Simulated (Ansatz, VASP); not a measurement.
**PbS: VASP beside Ansatz**

File POSCAR:

```
PbS
1.0
    0.0000000000      2.9650000000      2.9650000000
    2.9650000000      0.0000000000      2.9650000000
    2.9650000000      2.9650000000      0.0000000000
Pb S
1 1
Direct
    0.0000000000      0.0000000000     -0.0119242290
    0.5000000000      0.5000000000      0.5000000000
```

The input INCAR.step1:

```
PREC = Accurate ; ENCUT = 520
ISMEAR = 0 ; SIGMA = 0.05
LREAL = F ; LASPH = T
NELM = 100 ; NBANDS = 17
GGA = PE ; ALGO = Normal
EDIFF = 1E-4 ; LWAVE = T
LCHARG = F
```

The input INCAR.step2:

```
PREC = Accurate ; ENCUT = 520
EDIFF = 1E-6 ; ISMEAR = 0
SIGMA = 0.05 ; LREAL = F
LASPH = T ; NELM = 100
ALGO = Normal ; ISIF = 2
LWAVE = F ; LCHARG = F
METAGGA = R2SCAN ; LMIXTAU = T
NBANDS = 17 ; ISTART = 1
```

KPOINTS

```
regular mesh
0
Gamma
  8 8 8
```

Input for Ansatz:

```yaml
crystal:
  lattice:
    - [0.0, 2.965, 2.965]
    - [2.965, 0.0, 2.965]
    - [2.965, 2.965, 0.0]
  atoms:
    - { symbol: Pb, position: [0.0, 0.0, -0.011924229] }
    - { symbol: S, position: [0.5, 0.5, 0.5] }
basis:
  ecutwfc: 500
kpoints:
  mp_grid: { grid: [8, 8, 8] }
hamiltonian:
  xc: r2scan
scf:
  occupations: { method: gaussian, width: 0.05 }
output:
  forces: true
  stress: true
  eigenvalues: true
```

Change from the starting cell: all Pb atoms moved -0.050 Å, as atom 1 along Cartesian [1 1 0].

Alike in both runs: task single point; functional r2SCAN; k mesh 8 × 8 × 8; occupations gaussian, width 0.05 eV; no spin polarisation.

|  | VASP | Ansatz |
| --- | --- | --- |
| version | VASP 6.6.1 | Ansatz 0.2.0 |
| potentials or method | VASP PAW PBE potentials, release 64 (Pb_d, S), cutoff 520 eV | scalar-relativistic, plane waves, PAW |
| valence electrons in the cell | 20 | 20 |

```csv
,VASP,Ansatz,Ansatz less VASP
gap on the k mesh at the Fermi level (eV),0.62,0.61,-0.010
least direct gap on the mesh (eV),0.62,0.61,-0.010
pressure (GPa),1.4,1.4,+0.02
rms of the force components (eV/Å),0.013,0.011,-0.0014
```

VASP's potentials were made for PBE, not for r2SCAN. Atom by atom the forces differ by 0.001 eV/Å (rms over components). The functional is the same, so the differences come from potentials, cutoffs and numerics.

Neither program's run includes spin-orbit coupling.
